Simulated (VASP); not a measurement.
Set up this calculation in VASP 6.6.1, as the native input.

- Task: single point
- Functional: PBE
- Potentials or basis: VASP PAW PBE potentials, release 64 (Ba_sv, Ta_pv, H)
- Cutoff: 520 eV
- k mesh: 6 × 6 × 6
- Occupations: gaussian, width 0.1 eV
- Spin: no spin polarisation
- Dipole correction: no
- Further INCAR settings: ALGO = Normal; EDIFF = 1e-06; NBANDS = 37

The structure of Ba3TaH9 lies in POSCAR:

```
Ba3TaH9
1.0
    5.7647581168      0.0000000000      0.0000000000
   -2.8823790584      4.9924269758      0.0000000000
    0.0000000000      0.0000000000      7.2223442689
Ba Ta H
3 1 9
Direct
    0.6666666667      0.3333333333      0.7220530013
    0.0000000000      0.0000000000      0.0000000000
    0.3333333333      0.6666666667      0.2779469987
    0.0000000000      0.0000000000      0.5000000000
    0.1534221892      0.3068443785      0.6556880081
    0.6931556215      0.8465778108      0.6556880081
    0.1534221892      0.8465778108      0.6556880081
    0.5000000000      0.0000000000      0.0000000000
    0.0000000000      0.5000000000      0.0000000000
    0.5000000000      0.5000000000      0.0000000000
    0.8465778108      0.6931556215      0.3443119919
    0.3068443785      0.1534221892      0.3443119919
    0.8465778108      0.1534221892      0.3443119919
```

One way to write it, as run:

INCAR

```
ALGO     = Normal         # electronic algorithm
EDIFF    = 1E-6           # SCF threshold, eV
ENCUT    = 520            # plane-wave cutoff, eV
GGA      = PE             # functional
ISIF     = 2              # what is computed and relaxed
ISMEAR   = 0              # smearing method
LASPH    = T              # aspherical terms in the spheres
LCHARG   = F              # write CHGCAR
LREAL    = F              # projectors in reciprocal space
LWAVE    = F              # write WAVECAR
NBANDS   = 37             # bands
NELM     = 100            # most SCF steps
PREC     = Accurate       # precision mode
SIGMA    = 0.1            # smearing width, eV
```

KPOINTS

```
k-points
0
Gamma
  6 6 6
```

Potentials or basis: VASP PAW PBE potentials, release 64 (Ba_sv, Ta_pv, H).

Command:

```bash
$ cat potpaw_PBE.64/Ba_sv/POTCAR potpaw_PBE.64/Ta_pv/POTCAR potpaw_PBE.64/H/POTCAR > POTCAR
$ mpirun -np 1 vasp_std > vasp.out
```

Results of the run:

* Pressure: 0.4 GPa
* Largest force: 0.046 eV/Å
* Band gap on the k mesh: zero (bands 25 and 26 overlap by 0.20 eV)

Caveat: spin-orbit coupling is left out, which moves the levels of the heavy elements.

Run time: 3.9 min on 1 thread of Intel(R) Xeon(R) 6975P-C (Granite Rapids) (shared host), peak memory 0.49 GiB.
